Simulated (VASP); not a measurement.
# Sn: single point with r2SCAN0

Crystal: Sn.

```xyz
2
Lattice="-2.9788 2.9788 1.6203 2.9788 -2.9788 1.6203 2.9788 2.9788 -1.6203" Properties=species:S:1:pos:R:3 pbc="T T T"
Sn    0.0000    0.0000    0.0000
Sn    0.0000    2.9788    0.8102
```

- Program: VASP 6.6.1
- Task: single point
- Functional: r2SCAN0
- Potentials or basis: VASP PAW PBE potentials, release 64 (Sn_d)
- Cutoff: 520 eV
- k mesh: 5 × 5 × 5
- Occupations: fermi-dirac, width 0.05 eV
- Spin: no spin polarisation
- Dipole correction: no
- Grid for exact exchange (PRECFOCK): Normal
- Further INCAR settings: ALGO = Normal; EDIFF = 1e-07; NBANDS = 21
- Share of exact exchange: 0.25

```yaml
Pressure: -3.1 GPa
Band_gap_on_the_k_mesh: zero (bands 14 and 15 overlap by 3.34 eV)
```

Stress tensor (GPa, compression positive):
```
-1.19  0.00  0.00
 0.00 -1.19  0.00
 0.00  0.00 -6.87
```

Levels at points of the mesh, in eV from the Fermi level:
```
           k point  band 11  band 12  band 13  band 14  band 15  band 16  band 17  band 18
(0.00, 0.00, 0.00)   -12.69    -4.31    -2.42    -2.42     4.08     7.37     7.37     8.05
```

Wall time 2.8 h on 1 thread of Intel(R) Xeon(R) Platinum 8488C (Sapphire Rapids), with other jobs on the host, peak memory 0.25 GiB.

Caveat: the k points lie up to 0.44 Å⁻¹ apart, too coarse for converged energies and pressures of a metal; the PAW data sets were made with another functional, which shifts forces and pressure a little; spin-orbit coupling is left out, which moves the levels of the heavy elements.
